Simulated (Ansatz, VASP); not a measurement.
Two plane-wave programs on Nb

The input INCAR:

```
PREC     = Accurate       # precision mode
ENCUT    = 520            # plane-wave cutoff, eV
EDIFF    = 1E-6           # SCF threshold, eV
ISMEAR   = -1             # smearing method
SIGMA    = 0.1            # smearing width, eV
LREAL    = False          # projectors in reciprocal space
LASPH    = True           # aspherical terms in the spheres
NELM     = 80             # most SCF steps
ALGO     = Normal         # electronic algorithm
ISIF     = 2              # what is computed and relaxed
LWAVE    = False          # write WAVECAR
LCHARG   = False          # write CHGCAR
GGA      = PE             # functional
NBANDS   = 12             # bands
```

KPOINTS

```
regular mesh
0
Gamma
  16 16 16
```

POSCAR

```
Nb
1.0
    2.0544737013      0.0000000000      0.0000000000
    0.0000000000      2.0544737013      0.0000000000
    0.0000000000      0.0000000000      2.0544737013
Nb
1
Direct
    0.0000000000      0.0000000000      0.0000000000
```

Input for Ansatz:

```yaml
crystal:
  lattice:
    - [2.0544737013, 0.0, 0.0]
    - [0.0, 2.0544737013, 0.0]
    - [0.0, 0.0, 2.0544737013]
  atoms:
    - { symbol: Nb, position: [0.0, 0.0, 0.0] }
kpoints:
  mp_grid: { grid: [16, 16, 16] }
  band_path:
    path:
      - [0.0, 0.0, 0.0]
      - [0.0, 0.5, 0.0]
      - [0.5, 0.5, 0.0]
      - [0.0, 0.0, 0.0]
      - [0.5, 0.5, 0.5]
      - [0.0, 0.5, 0.0]
      - [0.5, 0.5, 0.5]
      - [0.5, 0.5, 0.0]
    npoints: 8
scf:
  occupations: { method: fermi_dirac, width: 0.1 }
hamiltonian:
  xc: pbe
  pseudopotentials: { kind: paw }
output:
  forces: true
  stress: true
  eigenvalues: true
  populations: true
  dos: { projected: true, de: 0.2, e_range: [-14, 8] }
```

Change from the starting cell: volume scaled by 0.43, PAW files.

Alike in both runs: task single point; functional PBE; k mesh 16 × 16 × 16; occupations fermi-dirac, width 0.1 eV; no spin polarisation.

|  | VASP | Ansatz |
| --- | --- | --- |
| version | VASP 6.6.1 | Ansatz 0.2.0 |
| potentials or method | VASP PAW PBE potentials, release 64 (Nb_sv) | PAW with Ansatz's default frozen-core files, scalar-relativistic |
| plane-wave cutoff (eV) | 520 | 420 |
| valence electrons in the cell | 13 | 13 |

Ansatz gave:

```
pressure (GPa) : 585.7
```

What did VASP give for the same quantities?

Pressure (GPa): 587.4.

Both programs put the cell under a high pressure, so it lies far from rest at this level. The functional is the same, so the differences come from potentials, cutoffs and numerics.

Noted on VASP's run: the cell as given lies far from equilibrium.
